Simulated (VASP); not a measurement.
Write the native input for VASP 6.6.1 that does the following.

| Item | Value |
| --- | --- |
| Task | single point |
| Functional | PBEsol |
| Potentials or basis | VASP PAW PBE potentials, release 64 (Mg, I) |
| Cutoff | 520 eV |
| k mesh | 6 × 6 × 4 |
| Occupations | gaussian, width 0.02 eV |
| Spin | no spin polarisation |
| Dipole correction | no |
| Further INCAR settings | ALGO = Normal; EDIFF = 1e-07; NBANDS = 15 |

The structure of MgI2 lies in POSCAR:

```
MgI2
1.0
    4.1307255317      0.0000000000      0.0000000000
   -2.0653627658      3.5773132465      0.0000000000
    0.0000000000      0.0000000000      7.3404303789
Mg I
1 2
Direct
    0.0000000000      0.0000000000      0.0000000000
    0.3333333333      0.6666666667      0.7722244343
    0.6666666667      0.3333333333      0.2277755657
```

This cell differs from its parent crystal: strain along c alone, the other axes held: +4.5 %, then relaxed in part.

The input as run:

INCAR

```
SYSTEM = MgI2
PREC = Accurate
ENCUT = 520
EDIFF = 1E-7
ISMEAR = 0
SIGMA = 0.02
LREAL = .False.
LASPH = .True.
NELM = 100
ALGO = Normal
ISIF = 2
LWAVE = .False.
LCHARG = .True.
GGA = PS
LELF = .True.
LVHAR = .True.
NBANDS = 15
```

KPOINTS

```
Automatic mesh
0
Gamma
  6 6 4
  0 0 0
```

Potentials or basis: VASP PAW PBE potentials, release 64 (Mg, I).

Launch:

```console
$ cat potpaw_PBE.64/Mg/POTCAR potpaw_PBE.64/I/POTCAR > POTCAR
$ mpirun -np 1 vasp_std > vasp.out
```

It gave:

```json
{
  "Pressure": "-0.1 GPa",
  "Largest force": "0.006 eV/Å",
  "Band gap on the k mesh": "3.54 eV (least direct gap 3.70 eV)"
}
```

Caveat: the cell differs from its parent crystal (strain along c alone, the other axes held: +4.5 %, then relaxed in part); the PAW data sets were made with another functional, which shifts forces and pressure a little; spin-orbit coupling is left out, which moves the levels of the heavy elements; this functional lacks dispersion, which binds layers or chains, so the pressure and a relaxed spacing across them are unreliable.

It took 22 s on 1 thread of AMD EPYC 9R45 96-Core Processor (Zen 5) (shared host), peak memory 0.21 GiB.
